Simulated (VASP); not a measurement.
Input of a VASP 6.6.1 run:

File POSCAR:

```
NbSi
1.0
    3.1329070171      0.0000000000      0.0000000000
    0.0000000000      3.1329070171      0.0000000000
    0.0000000000      0.0000000000      3.1329070171
Nb Si
1 1
Direct
    0.0000000000      0.0000000000      0.0000000000
    0.5000000000      0.5000000000      0.5000000000
```

The input INCAR.step1:

```
PREC = Accurate
ENCUT = 550
ISMEAR = -1
SIGMA = 0.05
LREAL = False
LASPH = True
NELM = 120
NBANDS = 16
GGA = PE
ALGO = Normal
EDIFF = 1E-5
LWAVE = True
LCHARG = False
GGA_COMPAT = False
```

INCAR.step2

```
PREC = Accurate
ENCUT = 550
EDIFF = 1E-6
ISMEAR = -1
SIGMA = 0.05
LREAL = False
LASPH = True
NELM = 120
ALGO = Normal
ISIF = 2
LWAVE = False
LCHARG = True
METAGGA = R2SCAN
LMIXTAU = True
LELF = True
LVHAR = True
NBANDS = 16
ISTART = 1
GGA_COMPAT = False
```

File KPOINTS:

```
Automatic mesh
0
Gamma
  8 8 8
```

Potentials or basis: VASP PAW PBE potentials, release 64 (Nb_sv, Si).

Run with:

```sh
$ cat potpaw_PBE.64/Nb_sv/POTCAR potpaw_PBE.64/Si/POTCAR > POTCAR
$ cp INCAR.step1 INCAR
$ mpirun -np 1 vasp_std > vasp.out
$ cp INCAR.step2 INCAR
$ mpirun -np 1 vasp_std > vasp.out
```

Problem. Estimate the pressure.

Solution. 1.8 GPa.

Caveat: the PAW data sets were made with another functional, which shifts forces and pressure a little.
